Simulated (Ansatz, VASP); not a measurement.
One calculation of SnO, two programs

File INCAR:

```
PREC = Accurate
ENCUT = 520
EDIFF = 1E-6
ISMEAR = -1
SIGMA = 0.15
LREAL = False
LASPH = True
NELM = 60
ALGO = Normal
ISIF = 2
LWAVE = False
LCHARG = False
GGA = CA
NBANDS = 17
```

KPOINTS

```
regular mesh
0
Gamma
  10 10 10
```

The input POSCAR:

```
SnO
1.0
    0.0000000000      2.6732000000      2.6732000000
    2.6732000000      0.0000000000      2.6732000000
    2.6732000000      2.6732000000      0.0000000000
Sn O
1 1
Direct
    0.0000000000      0.0000000000      0.0000000000
    0.2500000000      0.2500000000      0.2500000000
```

Input for Ansatz:

```yaml
crystal:
  lattice:
    - [0.0, 2.6732, 2.6732]
    - [2.6732, 0.0, 2.6732]
    - [2.6732, 2.6732, 0.0]
  atoms:
    - { symbol: Sn, position: [0.0, 0.0, 0.0] }
    - { symbol: O, position: [0.25, 0.25, 0.25] }
basis:
  ecutwfc: 420
kpoints:
  mp_grid: { grid: [10, 10, 10] }
hamiltonian:
  xc: lda
scf:
  occupations: { method: fermi_dirac, width: 0.15 }
output:
  forces: true
  stress: true
  eigenvalues: true
  write_density: true
  write_potential: true
  elf: true
  volumetric_format: npy
```

Alike in both runs: task single point; functional LDA; k mesh 10 × 10 × 10; occupations fermi-dirac, width 0.15 eV; no spin polarisation.

```csv
,VASP,Ansatz
version,VASP 6.6.1,Ansatz 0.2.0
potentials or method,"VASP PAW LDA potentials, release 64 (Sn_d, O), cutoff 520 eV","scalar-relativistic, plane waves, PAW"
valence electrons in the cell,20,20
```

Ansatz gave:

| Item | Value |
| --- | --- |
| gap on the k mesh at the Fermi level (eV) | none |
| pressure (GPa) | -1.0 |

Question: What did VASP give for the same quantities?

Answer: gap on the k mesh at the Fermi level (eV): none; pressure (GPa): -0.9.

LDA's correlation is that of Perdew and Zunger in VASP and of Perdew and Wang (1992) in Ansatz. A gap of «none» marks a metal or a gap that the smearing closes.
